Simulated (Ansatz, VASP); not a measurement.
# AlRu: VASP beside Ansatz

```xyz
2
Lattice="2.9538 0.0000 0.0000 0.0000 2.9538 0.0000 0.0000 0.0000 2.9538" Properties=species:S:1:pos:R:3 pbc="T T T"
Al    0.0000    0.0000    0.0000
Ru    1.4769    1.4769    1.4769
```

Alike in both runs: task single point; functional LDA; k mesh 12 × 12 × 12; occupations gaussian, width 0.15 eV; no spin polarisation.

```csv
,VASP,Ansatz
version,VASP 6.6.1,Ansatz 0.2.0
potentials or method,"VASP PAW LDA potentials, release 64 (Al, Ru_pv), cutoff 520 eV","scalar-relativistic, plane waves, PAW"
valence electrons in the cell,17,19
```

|  | VASP | Ansatz | Ansatz less VASP |
| --- | --- | --- | --- |
| gap on the k mesh at the Fermi level (eV) | none | none | - |
| pressure (GPa) | 0.5 | -0.1 | -0.60 |

LDA's correlation is that of Perdew and Zunger in VASP and of Perdew and Wang (1992) in Ansatz. A gap of «none» marks a metal or a gap that the smearing closes. VASP's potentials hold 17 valence electrons a cell and Ansatz's 19, so a difference there can come from the potentials and not from the codes.
